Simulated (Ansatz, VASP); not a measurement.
## In2SbSe3 in VASP and in Ansatz

Contents of INCAR:

```
SYSTEM = In2SbSe3
PREC = Accurate
ENCUT = 520
EDIFF = 1E-6
ISMEAR = 0
SIGMA = 0.1
LREAL = .FALSE.
LASPH = .TRUE.
NELM = 100
ALGO = Normal
ISIF = 2
LWAVE = .FALSE.
LCHARG = .FALSE.
GGA = PE
NBANDS = 34
```

KPOINTS

```
regular mesh
0
G
  3 3 3
  0 0 0
```

POSCAR

```
In2SbSe3
1.0
    3.1781714600      1.8349181500      4.4788978000
   -3.1781714600      1.8349181500      4.4788978000
    0.0000000000     -3.6698362900      4.4788978000
In Sb Se
2 1 3
Direct
    0.8712233300      0.8712233300      0.8712233300
    0.1287766700      0.1287766700      0.1287766700
    0.5000000000      0.5000000000      0.5000000000
    0.5000000000      0.0000000000      0.5000000000
    0.5000000000      0.5000000000      0.0000000000
    0.0000000000      0.5000000000      0.5000000000
```

Input for Ansatz:

```yaml
crystal:
  lattice:
    - [3.17817146, 1.83491815, 4.4788978]
    - [-3.17817146, 1.83491815, 4.4788978]
    - [0.0, -3.66983629, 4.4788978]
  atoms:
    - { symbol: In, position: [0.87122333, 0.87122333, 0.87122333] }
    - { symbol: In, position: [0.12877667, 0.12877667, 0.12877667] }
    - { symbol: Sb, position: [0.5, 0.5, 0.5] }
    - { symbol: Se, position: [0.5, 0.0, 0.5] }
    - { symbol: Se, position: [0.5, 0.5, 0.0] }
    - { symbol: Se, position: [0.0, 0.5, 0.5] }
basis:
  ecutwfc: 420
kpoints:
  mp_grid: { grid: [3, 3, 3] }
hamiltonian:
  xc: pbe
scf:
  occupations: { method: gaussian, width: 0.1 }
  lower_state_search: "off"
output:
  forces: true
  stress: true
  eigenvalues: true
```

Change from the starting cell: species swapped into the Sm2GeRh3 type (R-3m, No. 166).

Alike in both runs: task single point; functional PBE; k mesh 3 × 3 × 3; occupations gaussian, width 0.1 eV; no spin polarisation.

|  | VASP | Ansatz |
| --- | --- | --- |
| version | VASP 6.6.1 | Ansatz 0.2.0 |
| potentials or method | VASP PAW PBE potentials, release 64 (In_d, Sb, Se), cutoff 520 eV | scalar-relativistic, plane waves, PAW |
| valence electrons in the cell | 49 | 89 |

|  | VASP | Ansatz | Ansatz less VASP |
| --- | --- | --- | --- |
| gap on the k mesh at the Fermi level (eV) | none | none | - |
| pressure (GPa) | 1.5 | 1.5 | +0.06 |
| traceless stress, the component that is largest in VASP (GPa) | -2.03 | -2.02 | +0.013 |
| rms of the force components (eV/Å) | 0.005 | 0.005 | -0.0004 |

Atom by atom the forces differ by 0.000 eV/Å (rms over components). A gap of «none» marks a metal or a gap that the smearing closes. VASP's potentials hold 49 valence electrons a cell and Ansatz's 89, so a difference there can come from the potentials and not from the codes.

The k mesh is coarse, so the values compare programs but aren't converged. Neither program's run includes spin-orbit coupling.
